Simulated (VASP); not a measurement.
The system is BN.

```
CELL_PARAMETERS angstrom
2.47414 0.00000 0.00000
-1.22986 2.14682 0.00000
-0.62214 -1.07341 2.98169
ATOMIC_POSITIONS crystal
N 0.66851 0.33238 0.98500
B 0.97964 0.98350 0.00181
```

Base run:

```yaml
Program: VASP 6.6.1
Functional: r2SCAN
Potentials_or_basis: VASP PAW PBE potentials, release 64 (N, B)
Cutoff: 520 eV
k_mesh: 13 × 13 × 9
Occupations: fermi-dirac, width 0.05 eV
Spin: no spin polarisation
```

Its results: band gap on the k mesh 3.30 eV (least direct gap 5.33 eV); pressure 13.2 GPa; largest force 2.986 eV/Å.

Question: The run is repeated on the same cell with these changes: functional from r2SCAN to PBEsol; further incar settings from ALGO = Normal; EDIFF = 1e-06; NBANDS = 11 to ALGO = Normal; EDIFF = 1e-07; NBANDS = 11. What comes out?

Answer: Band gap on the k mesh 2.68 eV (least direct gap 4.56 eV); pressure 13.8 GPa; largest force 2.997 eV/Å.

Caveats: the cell stands under pressure; the PAW data sets were made with another functional, which shifts forces and pressure a little; an odd mesh through Γ misses points on the zone boundary, where band edges can lie.
